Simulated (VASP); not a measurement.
A run of VASP 6.6.1:

File INCAR:

```
SYSTEM = WC
PREC = Accurate
ENCUT = 520
EDIFF = 1E-6
ISMEAR = 1
SIGMA = 0.1
LREAL = .FALSE.
LASPH = .TRUE.
NELM = 80
ALGO = Normal
ISIF = 2
LWAVE = .FALSE.
LCHARG = .FALSE.
GGA = PE
NBANDS = 16
```

Contents of KPOINTS:

```
Automatic mesh
0
G
  11 11 9
  0 0 0
```

POSCAR

```
WC
1.0
    2.8268294234      0.0000000000      0.0000000000
   -1.4134147117      2.4481062522      0.0000000000
    0.0000000000      0.0000000000      2.7588454645
W C
1 1
Direct
    0.0000000000      0.0000000000      0.0000000000
    0.6666666667      0.3333333333      0.5000000000
```

Potentials or basis: VASP PAW PBE potentials, release 64 (W_sv, C).

Launch:

```sh
$ cat potpaw_PBE.64/W_sv/POTCAR potpaw_PBE.64/C/POTCAR > POTCAR
$ mpirun -np 1 vasp_std > vasp.out
```

Hardware: 1 thread of Intel(R) Xeon(R) 6975P-C (Granite Rapids), on a shared host.

Q: Estimate the wall time of this run.

A: Run time: 7.8 s on 1 thread of Intel(R) Xeon(R) 6975P-C (Granite Rapids) (shared host), peak memory 0.15 GiB. Counts: scf iterations 12, k points 80.
